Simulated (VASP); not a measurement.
# Ba (Cmmm) in VASP: a series of runs, part 3 of 3

VASP 6.6.1.

**4. Single point, LDA (strain -0.050 along x and y, +0.000 along z)**

INCAR

```
PREC = Accurate ; ENCUT = 520
EDIFF = 1E-6 ; ISMEAR = 0
SIGMA = 0.15 ; LREAL = False
LASPH = True ; NELM = 80
ALGO = Fast ; ISIF = 2
LWAVE = False ; LCHARG = True
LELF = True ; LVHAR = True
NBANDS = 11
```

KPOINTS

```
regular mesh
0
Gamma
  14 14 8
```

POSCAR

```
Ba
1.0
    1.8572500000     -3.4675000000      0.0000000000
    1.8572500000      3.4675000000      0.0000000000
    0.0000000000      0.0000000000      5.7000000000
Ba
1
Direct
    0.0000000000      0.0000000000      0.0000000000
```

Launch:

```
cat potpaw_LDA.64/Ba_sv/POTCAR > POTCAR
mpirun -np 1 vasp_std > vasp.out
```

Wall time 90 s (1 thread of Intel Xeon 6975P-C (Granite Rapids), shared host); peak memory 0.33 GiB.

The run converged. Its results:

```yaml
Free_energy: -1.5624 eV
Pressure: 0.4 GPa
Band_gap_on_the_k_mesh: zero (band 5 reaches 1.90 eV, above the bottom of band 6 at 0.43 eV)
```

Stress tensor (GPa, compression positive):
```
 2.86  0.00  0.00
 0.00  1.10  0.00
 0.00  0.00 -2.76
```

Levels at points of the mesh, in eV from the Fermi level:
```tsv
k point	band 1	band 2	band 3	band 4	band 5	band 6	band 7	band 8	band 9	band 10
(0.00, 0.00, 0.00)	-28.93	-14.20	-13.54	-13.40	-2.31	-0.15	1.56	2.68	3.24	4.49
(0.50, 0.00, 0.00)	-28.75	-14.79	-13.97	-13.82	-0.90	0.40	1.61	2.29	3.53	6.34
(0.50, 0.50, 0.00)	-28.80	-14.65	-14.03	-13.61	-0.81	0.39	1.26	1.90	4.12	6.16
(0.00, 0.00, 0.50)	-28.93	-14.23	-13.54	-13.40	-1.74	-0.05	1.57	1.93	2.70	4.32
(0.50, 0.00, 0.50)	-28.75	-14.79	-13.98	-13.82	-0.80	-0.28	3.26	3.29	3.39	3.78
(0.50, 0.50, 0.50)	-28.80	-14.65	-14.04	-13.60	-0.70	-0.35	2.97	3.12	3.30	3.89
```

Caveat: the cell differs from its parent crystal (strain -0.050 along x and y, +0.000 along z); spin-orbit coupling is left out, which moves the levels of the heavy elements.

**5. Single point, LDA (strain -0.050 along x and y, +0.050 along z)**

INCAR

```
SYSTEM = Ba
PREC     = Accurate       ! precision mode
ENCUT    = 520            ! plane-wave cutoff, eV
EDIFF    = 1E-7           ! SCF threshold, eV
ISMEAR   = 0              ! smearing method
SIGMA    = 0.15           ! smearing width, eV
LREAL    = .FALSE.        ! projectors in reciprocal space
LASPH    = .TRUE.         ! aspherical terms in the spheres
NELM     = 100            ! most SCF steps
ALGO     = Fast           ! electronic algorithm
ISIF     = 2              ! what is computed and relaxed
LWAVE    = .FALSE.        ! write WAVECAR
LCHARG   = .TRUE.         ! write CHGCAR
LELF     = .TRUE.         ! ELF
LVHAR    = .TRUE.       
NBANDS   = 11             ! bands
```

KPOINTS

```
Automatic mesh
0
G
  14 14 8
  0 0 0
```

Changes to POSCAR since step 4:

```diff
@@ -4,3 +4,3 @@
     1.8572500000      3.4675000000      0.0000000000
-    0.0000000000      0.0000000000      5.7000000000
+    0.0000000000      0.0000000000      5.9850000000
 Ba
```

Potentials or basis: VASP PAW LDA potentials, release 64 (Ba_sv).

Launch:

```
cat potpaw_LDA.64/Ba_sv/POTCAR > POTCAR
mpirun -np 1 vasp_std > vasp.out
```

OUTCAR:

```text
SYSTEM = Ba
   PREC = Accurate
   ENCUT = 520
   EDIFF = 1E-7
   ISMEAR = 0
   LREAL = .FALSE.
   LASPH = .TRUE.
   NELM = 100
   ISIF = 2

 ion  position               nearest neighbor table
   1  0.000  0.000  0.000-

  LATTYP: Found a base centered orthorhombic cell.
 ALAT       =     3.7145000000
 B/A-ratio  =     1.8670076726
 C/A-ratio  =     1.6112531969

  Lattice vectors:

 A1 = (   1.8572500000,  -3.4675000000,   0.0000000000)
 A2 = (   1.8572500000,   3.4675000000,   0.0000000000)
 A3 = (   0.0000000000,   0.0000000000,   5.9850000000)

Analysis of symmetry for initial positions (statically):
=====================================================================
 Subroutine PRICEL returns:
 Original cell was already a primitive cell.

 Routine SETGRP: Setting up the symmetry group for a
 base centered orthorhombic supercell.

 Subroutine GETGRP returns: Found  8 space group operations
 (whereof  8 operations were pure point group operations)
 out of a pool of  8 trial point group operations.

The static configuration has the point symmetry D_2h.

Analysis of symmetry for dynamics (positions and initial velocities):
[... 168 lines left out ...]
      1     -28.3152      2.00000
      2     -13.6112      2.00000
      3     -12.9162      2.00000
      4     -12.7772      2.00000
      5      -1.6410      2.00000
      6       0.4699      1.88979
      7       2.1797      0.00000
      8       3.3054      0.00000
      9       3.4503      0.00000
     10       5.0562      0.00000
     11       5.4580      0.00000
[... 309 lines left out ...]
 k-point    24 :       0.2857    0.1429    0.0000
  band No.  band energies     occupation
      1     -28.1520      2.00000
      2     -14.0035      2.00000
      3     -13.4006      2.00000
      4     -13.2120      2.00000
      5       0.3747      1.98741
      6       1.2174      0.00000
      7       1.3504      0.00000
      8       2.6278      0.00000
      9       3.6803      0.00000
     10       5.3721      0.00000
     11       7.4805      0.00000

 [... further k-points ...]

------------------------ aborting loop because EDIFF is reached ----------------------------------------

  FORCE on cell =-STRESS in cart. coord.  units (eV):
  Direction    XX          YY          ZZ          XY          YZ          ZX
  --------------------------------------------------------------------------------------
  -------------------------------------------------------------------------------------
  Total        1.3534241      0.5301232     -1.1236272      0.0000000      0.0000000      0.0000000
  in kB       28.1295956     11.0180921    -23.3534931      0.0000000      0.0000000      0.0000000
  external PRESSURE =       5.2647315 kB  Pullay stress =       0.0000000 kB

 VOLUME and BASIS-vectors are now :
 -----------------------------------------------------------------------------
  energy-cutoff  :      520.00
  volume of cell :       77.09
      direct lattice vectors                 reciprocal lattice vectors
     1.857250000 -3.467500000  0.000000000     0.269215238 -0.144196107  0.000000000
     1.857250000  3.467500000  0.000000000     0.269215238  0.144196107  0.000000000
     0.000000000  0.000000000  5.985000000     0.000000000  0.000000000  0.167084378

 POSITION                                       TOTAL-FORCE (eV/Angst)
 -----------------------------------------------------------------------------------
      0.00000      0.00000      0.00000         0.000000      0.000000      0.000000
 -----------------------------------------------------------------------------------
    total drift:                                0.000000     -0.000000      0.000000

  FREE ENERGIE OF THE ION-ELECTRON SYSTEM (eV)
  ---------------------------------------------------
  free  energy   TOTEN  =        -1.5041352397 eV

  energy  without entropy=       -1.4687695040  energy(sigma->0) =       -1.48645237
```

It took 2.1 min on 1 thread of Intel Xeon 6975P-C (Granite Rapids), shared host; peak memory 0.35 GiB.

Results:

```yaml
Free_energy: -1.5041 eV
Pressure: 0.5 GPa
Band_gap_on_the_k_mesh: zero (band 5 reaches 1.63 eV, above the bottom of band 6 at 0.33 eV)
```

Caveat: the cell differs from its parent crystal (strain -0.050 along x and y, +0.050 along z); spin-orbit coupling is left out, which moves the levels of the heavy elements.

**6. Summary**

```csv
cell,further INCAR settings,gap on the mesh (eV),pressure (GPa)
"a = 4.348, b = 4.348, c = 5.985 Å, angles 90.0, 90.0, 123.7°, 1 atom",ALGO = Fast; EDIFF = 1e-07; NBANDS = 11,none,-0.7
"a = 3.934, b = 3.934, c = 5.415 Å, angles 90.0, 90.0, 123.7°, 1 atom",ALGO = Fast; EDIFF = 1e-07; NBANDS = 11,none,0.3
"a = 3.934, b = 3.934, c = 5.700 Å, angles 90.0, 90.0, 123.7°, 1 atom",ALGO = Fast; EDIFF = 1e-06; NBANDS = 11,none,0.4
"a = 3.934, b = 3.934, c = 5.985 Å, angles 90.0, 90.0, 123.7°, 1 atom",ALGO = Fast; EDIFF = 1e-07; NBANDS = 11,none,0.5
```

Alike in all rows: task single point; level LDA; potentials or basis VASP PAW LDA potentials, release 64 (Ba_sv); no spin polarisation; k mesh 14 × 14 × 8; cutoff (eV) 520; smearing gaussian 0.15 eV.

Caveats: spin-orbit coupling is left out, which moves the levels of the heavy elements.

Total energies depend on the potentials used, so only differences within one code and one set of settings carry meaning.
